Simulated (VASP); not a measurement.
# Na (P6_3/mmc) in VASP: notebook

Na is run at these levels: LDA, r2SCAN; tasks: single point.

Program: VASP 6.6.1. These are calculated values, not measurements. Logs are shortened: lines on timing, memory, paths and dates and some standing lists are left out, and cuts for length are marked.

## (1) The cell of the first run

It takes space group P6_3/mmc (No. 194, hexagonal). The conventional cell has a = 3.773 Å, b = 3.773 Å, c = 12.783 Å, α = 90.00°, β = 90.00°, γ = 120.00°. Na (site symmetry -6m2) has 12 Na at 3.77 to 3.87 Å within 5.0 Å. Na (site symmetry -3m) has 12 Na at 3.77 to 3.87 Å within 5.0 Å.

## (2) Single point, LDA

Input file INCAR:

```
SYSTEM = Na
ALGO = Normal
EDIFF = 1E-6
ENCUT = 520
ISIF = 2
ISMEAR = -1
LASPH = .TRUE.
LCHARG = .FALSE.
LREAL = .FALSE.
LWAVE = .FALSE.
NBANDS = 22
NELM = 100
PREC = Accurate
SIGMA = 0.05
```

Input file KPOINTS:

```
k-points
0
G
  8 8 3
  0 0 0
```

Input file POSCAR:

```
Na
1.0
    3.7729580783      0.0000000000      0.0000000000
   -1.8864790391      3.2674775432      0.0000000000
    0.0000000000      0.0000000000     12.7832138010
Na
4
Direct
    0.6666666667      0.3333333333      0.7500000000
    0.0000000000      0.0000000000      0.5000000000
    0.3333333333      0.6666666667      0.2500000000
    0.0000000000      0.0000000000      0.0000000000
```

Potentials or basis: VASP PAW LDA potentials, release 64 (Na_pv).

The run is started by

```bash
$ cat potpaw_LDA.64/Na_pv/POTCAR > POTCAR
$ mpirun -np 1 vasp_std > vasp.out
```

OUTCAR:

```text
SYSTEM = Na
   EDIFF = 1E-6
   ENCUT = 520
   ISIF = 2
   ISMEAR = -1
   LASPH = .TRUE.
   LREAL = .FALSE.
   NELM = 100
   PREC = Accurate

 ion  position               nearest neighbor table
   1  0.667  0.333  0.750-
   2  0.000  0.000  0.500-
   3  0.333  0.667  0.250-
   4  0.000  0.000  0.000-

  LATTYP: Found a hexagonal cell.
 ALAT       =     3.7729580783
 C/A-ratio  =     3.3881144544

  Lattice vectors:

 A1 = (   3.7729580783,   0.0000000000,   0.0000000000)
 A2 = (  -1.8864790391,   3.2674775432,   0.0000000000)
 A3 = (   0.0000000000,   0.0000000000,  12.7832138010)

Analysis of symmetry for initial positions (statically):
=====================================================================
 Subroutine PRICEL returns:
 Original cell was already a primitive cell.

 Routine SETGRP: Setting up the symmetry group for a
 hexagonal supercell.

 Subroutine GETGRP returns: Found 24 space group operations
 (whereof 12 operations were pure point group operations)
 out of a pool of 24 trial point group operations.

The static configuration has the point symmetry D_3d.
 The point group associated with its full space group is D_6h.

Analysis of symmetry for dynamics (positions and initial velocities):
=====================================================================
 Subroutine PRICEL returns:
 Original cell was already a primitive cell.

 Routine SETGRP: Setting up the symmetry group for a
 hexagonal supercell.

 Subroutine GETGRP returns: Found 24 space group operations
 (whereof 12 operations were pure point group operations)
 out of a pool of 24 trial point group operations.

The dynamic configuration has the point symmetry D_3d.
 The point group associated with its full space group is D_6h.

 Subroutine INISYM returns: Found 24 space group operations
 (whereof 12 operations are pure point group operations),
 and found     1 'primitive' translations

----------------------------------------------------------------------------------------

                                     Primitive cell

  volume of cell :     157.5922

  direct lattice vectors                    reciprocal lattice vectors
     3.772958078  0.000000000  0.000000000     0.265044026  0.153023240  0.000000000
    -1.886479039  3.267477543  0.000000000     0.000000000  0.306046480  0.000000000
     0.000000000  0.000000000 12.783213801     0.000000000  0.000000000  0.078227589

  length of vectors
     3.772958078  3.772958078 12.783213801     0.306046480  0.306046480  0.078227589

  position of ions in fractional coordinates (direct lattice)
     0.666666667  0.333333333  0.750000000
     0.000000000  0.000000000  0.500000000
     0.333333333  0.666666667  0.250000000
     0.000000000  0.000000000  0.000000000

  ion indices of the primitive-cell ions
   primitive index   ion index
                 1           1
                 2           2
                 3           3
                 4           4

----------------------------------------------------------------------------------------

 KPOINTS: k-points

Automatic generation of k-mesh.
 Grid dimensions read from file:
 generate k-points for:    8    8    3

 Generating k-lattice:

  Cartesian coordinates                     Fractional coordinates (reciprocal lattice)
     0.033130503  0.019127905  0.000000000     0.125000000  0.000000000  0.000000000
     0.000000000  0.038255810  0.000000000     0.000000000  0.125000000  0.000000000
     0.000000000  0.000000000  0.026075863     0.000000000  0.000000000  0.333333333

  Length of vectors
     0.038255810  0.038255810  0.026075863

  Shift w.r.t. Gamma in fractional coordinates (k-lattice)
     0.000000000  0.000000000  0.000000000

 Subroutine IBZKPT returns following result:
 ===========================================

 Found     20 irreducible k-points:

 Following reciprocal coordinates:
            Coordinates               Weight
  0.000000  0.000000  0.000000      1.000000
  0.125000  0.000000  0.000000      6.000000
  0.250000  0.000000  0.000000      6.000000
  0.375000  0.000000  0.000000      6.000000
  0.500000  0.000000  0.000000      3.000000
  0.125000  0.125000  0.000000      6.000000
[... 12 lines left out ...]
  0.250000  0.250000  0.333333     12.000000
  0.375000  0.250000  0.333333     12.000000
   k-points           NKPTS =     20   k-points in BZ     NKDIM =     20   number of bands    NBANDS=     22
   number of dos      NEDOS =    301   number of ions     NIONS =      4
   total plane-waves  NPLWV =  75264
   dimension x,y,z NGX =    28 NGY =   28 NGZ =   96
   dimension x,y,z NGXF=    56 NGYF=   56 NGZF=  192
   ions per type =               4
   NGX,Y,Z   is equivalent  to a cutoff of  12.34, 12.34, 12.48 a.u.
   NGXF,Y,Z  is equivalent  to a cutoff of  24.67, 24.67, 24.97 a.u.
 SYSTEM =  Na
   PREC   = accura    normal or accurate (medium, high low for compatibility)
   ISTART =      0    job   : 0-new  1-cont  2-samecut
   ICHARG =      2    charge: 1-file 2-atom 10-const
   ISPIN  =      1    spin polarized calculation?
   LNONCOLLINEAR =      F non collinear calculations
   LSORBIT =      F    spin-orbit coupling
   LASPH  =      T    aspherical Exc in radial PAW
   ENCUT  =  520.0 eV  38.22 Ry    6.18 a.u.   7.02  7.02 23.77*2*pi/ulx,y,z
   NELM   =    100;   NELMIN=  2; NELMDL= -5     # of ELM steps
   EDIFF  = 0.1E-05   stopping-criterion for ELM
   LREAL  =      F    real-space projection
   EDIFFG = 0.1E-04   stopping-criterion for IOM
   NSW    =      0    number of steps for IOM
   IBRION =     -1    ionic relax: 0-MD 1-quasi-New 2-CG
   NFREE  =      0    steps in history (QN), initial steepest desc. (CG)
   ISIF   =      2    stress and relaxation
   ISYM   =      2    0-nonsym 1-usesym 2-fastsym
   POTIM  = 0.5000    time-step for ionic-motion
   TEBEG  =    0.0;   TEEND  =   0.0 temperature during run
   PSTRESS=    0.0 pullay stress
   NELECT =      28.0000    total number of electrons
   NUPDOWN=      -1.0000    fix difference up-down
   EMIN   =  10.00;   EMAX   =-10.00  energy-range for DOS
   EFERMI =   0.00;   METHOD = LEGACY
   ISMEAR =    -1;   SIGMA  =   0.05  broadening in eV -4-tet -1-fermi 0-gaus
   EFERMI_NEDOS =   21; number of points for ismear=-14 and -15
   IALGO  =     38    algorithm
   IMIX   =      4    mixing-type and parameters
     AMIX     =   0.40;   BMIX     =  1.00
     AMIX_MAG =   1.60;   BMIX_MAG =  1.00
  volume/ion in A,a.u.               =      39.40       265.87
  Fermi-wavevector in a.u.,A,eV,Ry     =   0.920342  1.739194 11.524537  0.847030
  Thomas-Fermi vector in A             =   2.045637
   LORBIT       =      0    0 simple, 1 ext, 2 COOP (PROOUT), +10 PAW based schemes
   GGA     = CA    functional components
   LHFCALC =     F    Hartree Fock is set to
   AEXX    =    0.0000 exact exchange contribution
   IVDW    =     0    specifies the selected vdW correction
   LEPSILON=     F    determine dielectric tensor
   LRPA    =     F    only Hartree local field effects (RPA)
 non-spin polarized calculation
  energy-cutoff  :      520.00
  volume of cell :      157.59
 maximum number of plane-waves:      4269
 NGX is ok and might be reduce to    28
   NGX = 13   NGY = 13   NGZ = 47

 number of electron      27.9999977 magnetization

 Free energy of the ion-electron system (eV)
  ---------------------------------------------------
  ext. energy  EPLUGINS =         0.00000000
  ---------------------------------------------------
  free energy    TOTEN  =        -5.71204703 eV

  energy without entropy =       -5.69332592  energy(sigma->0) =       -5.70268648

 E-fermi :  -0.0184     XC(G=0):  -6.5594

 val. band max:       -0.0965302603   @ k =   0.2500   0.2500   0.3333
 cond. band min:       0.0279654711   @ k =   0.2500   0.1250   0.3333
 fundamental gap:      0.1244957315
 Fermi energy:        -0.0183556097

 k-point     1 :       0.0000    0.0000    0.0000
  band No.  band energies     occupation
      1     -25.0216      2.00000
      2     -25.0091      2.00000
      3     -25.0085      2.00000
      4     -24.9991      2.00000
      5     -24.9991      2.00000
      6     -24.9976      2.00000
[... 14 lines left out ...]
     21       9.9423      0.00000
     22      10.0676      0.00000

 k-point     2 :       0.1250    0.0000    0.0000
  band No.  band energies     occupation
      1     -25.0202      2.00000
      2     -25.0094      2.00000
      3     -25.0090      2.00000
      4     -25.0027      2.00000
      5     -25.0005      2.00000
      6     -25.0002      2.00000
[... 14 lines left out ...]
     21       8.0555      0.00000
     22       8.1078      0.00000

 k-point     3 :       0.2500    0.0000    0.0000
  band No.  band energies     occupation
      1     -25.0168      2.00000
      2     -25.0137      2.00000
      3     -25.0131      2.00000
      4     -25.0108      2.00000
      5     -25.0088      2.00000
      6     -25.0039      2.00000
[... 14 lines left out ...]
     21       5.8524      0.00000
     22       5.9553      0.00000

 k-point     4 :       0.3750    0.0000    0.0000
  band No.  band energies     occupation
      1     -25.0218      2.00000
      2     -25.0212      2.00000
      3     -25.0188      2.00000
      4     -25.0176      2.00000
      5     -25.0115      2.00000
      6     -25.0052      2.00000
[... 14 lines left out ...]
     21       5.5671      0.00000
     22       5.8401      0.00000

 k-point     5 :       0.5000    0.0000    0.0000
  band No.  band energies     occupation
      1     -25.0254      2.00000
      2     -25.0245      2.00000
      3     -25.0223      2.00000
      4     -25.0211      2.00000
      5     -25.0082      2.00000
      6     -25.0062      2.00000
[... 317 lines left out ...]
 k-point    18 :       0.3750    0.1250    0.3333
  band No.  band energies     occupation
      1     -25.0229      2.00000
      2     -25.0223      2.00000
      3     -25.0207      2.00000
      4     -25.0201      2.00000
      5     -25.0087      2.00000
      6     -25.0081      2.00000
[... 14 lines left out ...]
     21       4.4067      0.00000
     22       4.9857      0.00000

 k-point    19 :       0.2500    0.2500    0.3333
  band No.  band energies     occupation
      1     -25.0197      2.00000
      2     -25.0194      2.00000
      3     -25.0188      2.00000
      4     -25.0180      2.00000
      5     -25.0106      2.00000
      6     -25.0105      2.00000
[... 14 lines left out ...]
     21       4.2392      0.00000
     22       4.5613      0.00000

 k-point    20 :       0.3750    0.2500    0.3333
  band No.  band energies     occupation
      1     -25.0204      2.00000
      2     -25.0199      2.00000
      3     -25.0181      2.00000
      4     -25.0179      2.00000
      5     -25.0132      2.00000
      6     -25.0130      2.00000
[... 14 lines left out ...]
     21       3.5561      0.00000
     22       3.6889      0.00000

------------------------ aborting loop because EDIFF is reached ----------------------------------------

  FORCE on cell =-STRESS in cart. coord.  units (eV):
  Direction    XX          YY          ZZ          XY          YZ          ZX
  --------------------------------------------------------------------------------------
  -------------------------------------------------------------------------------------
  Total       -0.8197449     -0.8197449     -1.6204619     -0.0000000     -0.0000000     -0.0000000
  in kB       -8.3340220     -8.3340220    -16.4745955     -0.0000000     -0.0000000     -0.0000000
  external PRESSURE =     -11.0475465 kB  Pullay stress =       0.0000000 kB

 VOLUME and BASIS-vectors are now :
 -----------------------------------------------------------------------------
  energy-cutoff  :      520.00
  volume of cell :      157.59
      direct lattice vectors                 reciprocal lattice vectors
     3.772958078  0.000000000  0.000000000     0.265044026  0.153023240  0.000000000
    -1.886479039  3.267477543  0.000000000     0.000000000  0.306046480  0.000000000
     0.000000000  0.000000000 12.783213801     0.000000000  0.000000000  0.078227589

 POSITION                                       TOTAL-FORCE (eV/Angst)
 -----------------------------------------------------------------------------------
      1.88648      1.08916      9.58741        -0.000000     -0.000000     -0.000000
      0.00000      0.00000      6.39161        -0.000000      0.000000      0.000000
     -0.00000      2.17832      3.19580         0.000000      0.000000      0.000000
      0.00000      0.00000      0.00000        -0.000000      0.000000      0.000000
 -----------------------------------------------------------------------------------
    total drift:                                0.000000     -0.000000      0.000000

  FREE ENERGIE OF THE ION-ELECTRON SYSTEM (eV)
  ---------------------------------------------------
  free  energy   TOTEN  =        -5.7120470322 eV

  energy  without entropy=       -5.6933259212  energy(sigma->0) =       -5.70268648
```

Wall time 24 s (1 thread of Intel Xeon 6975P-C (Granite Rapids), shared host); peak memory 0.22 GiB.

What came out:

| Quantity | Value |
| --- | --- |
| Free energy | -5.7120 eV |
| Pressure | -1.1 GPa |
| Band gap on the k mesh | zero (band 14 reaches 1.10 eV, above the bottom of band 15 at -2.22 eV) |

Levels at points of the mesh, in eV from the Fermi level:
```
           k point  band 10  band 11  band 12  band 13  band 14  band 15  band 16  band 17  band 18  band 19
(0.00, 0.00, 0.00)   -24.98   -24.98   -24.98    -3.14    -2.20    -2.20     0.45     0.65     4.93     4.93
(0.50, 0.00, 0.00)   -24.98   -24.98   -24.98     0.36     0.39     1.10     1.15     1.43     1.48     3.71
```

[end of part 1 of 4]
